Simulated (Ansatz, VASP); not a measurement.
## SnO2 in VASP and in Ansatz

```xyz
3
Lattice="0.0000 2.5741 2.5741 2.5741 0.0000 2.5741 2.5741 2.5741 0.0000" Properties=species:S:1:pos:R:3 pbc="T T T"
Sn    0.0000    0.0000    0.0000
O     3.8612    3.8612    3.8612
O     1.2871    1.2871    1.2871
```

Alike in both runs: functional PBEsol; k mesh 9 × 9 × 9; occupations fermi-dirac, width 0.05 eV; no spin polarisation.

|  | VASP | Ansatz |
| --- | --- | --- |
| version | VASP 6.6.1 | Ansatz 0.2.0 |
| potentials or method | VASP PAW PBE potentials, release 64 (Sn_d, O) | Ansatz PAW |
| plane-wave cutoff (eV) | 520 | 420 |
| valence electrons in the cell | 26 | 26 |
| task | single point | band structure |

|  | VASP | Ansatz | Ansatz less VASP |
| --- | --- | --- | --- |
| gap on the k mesh at the Fermi level (eV) | none | none | - |
| pressure (GPa) | -6.5 | -7.0 | -0.52 |

VASP's potentials were made for PBE, not for PBEsol. A gap of «none» marks a metal or a gap that the smearing closes. The functional is the same, so the differences come from potentials, cutoffs and numerics.

Noted on Ansatz's run: Pulay correction over one GPa.
